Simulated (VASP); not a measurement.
Wanted: the native input for a VASP 6.6.1 run.

| Property | Result |
| --- | --- |
| Task | single point |
| Functional | PBE |
| Potentials or basis | VASP PAW PBE potentials, release 64 (Si) |
| Cutoff | 500 eV |
| k mesh | 1 × 1 × 1 |
| Occupations | gaussian, width 0.01 eV |
| Spin | no spin polarisation |
| Dipole correction | no |
| Further INCAR settings | ALGO = Normal; EDIFF = 1e-06; NBANDS = 26 |

The structure of Si lies in POSCAR:

```
Si
1.0
    5.4310000000      0.0000000000      0.0000000000
    0.0000000000      5.4310000000      0.0000000000
    0.0000000000      0.0000000000      5.4310000000
Si
8
Direct
    0.0100840000      0.0001600000     -0.0001930000
    0.0001770000      0.4901280000      0.4998230000
    0.5001230000      0.0001220000      0.5148750000
    0.5001890000      0.4999460000     -0.0000200000
    0.2500620000      0.2600760000      0.2500990000
    0.2499110000      0.7499940000      0.7398550000
    0.7599100000      0.2499960000      0.7498300000
    0.7499400000      0.7501260000      0.2498720000
```

These files were run (other wordings do the same):

INCAR

```
SYSTEM = Si
  ALGO = Normal
  EDIFF = 1E-6
  ENCUT = 500
  GGA = PE
  GGA_COMPAT = .False.
  ISIF = 2
  ISMEAR = 0
  LASPH = .True.
  LCHARG = .True.
  LELF = .True.
  LREAL = .False.
  LVHAR = .True.
  LWAVE = .False.
  NBANDS = 26
  NELM = 120
  PREC = Accurate
  SIGMA = 0.01
```

KPOINTS

```
k-points
0
Gamma
  1 1 1
  0 0 0
```

Potentials or basis: VASP PAW PBE potentials, release 64 (Si).

The run is started by

```sh
$ cat potpaw_PBE.64/Si/POTCAR > POTCAR
$ mpirun -np 1 vasp_gam > vasp.out
```

It gave:

* Pressure: 10.8 GPa
* Largest force: 1.172 eV/Å
* Band gap on the k mesh: 0.27 eV

Caveat: the k points lie up to 1.16 Å⁻¹ apart; forces of over 1 eV/Å act on the atoms, so gaps and moduli don't describe the material at rest.

Run time: 6.4 s on 1 thread of Intel(R) Xeon(R) Platinum 8559C (Emerald Rapids), with other jobs on the host, peak memory 0.21 GiB.
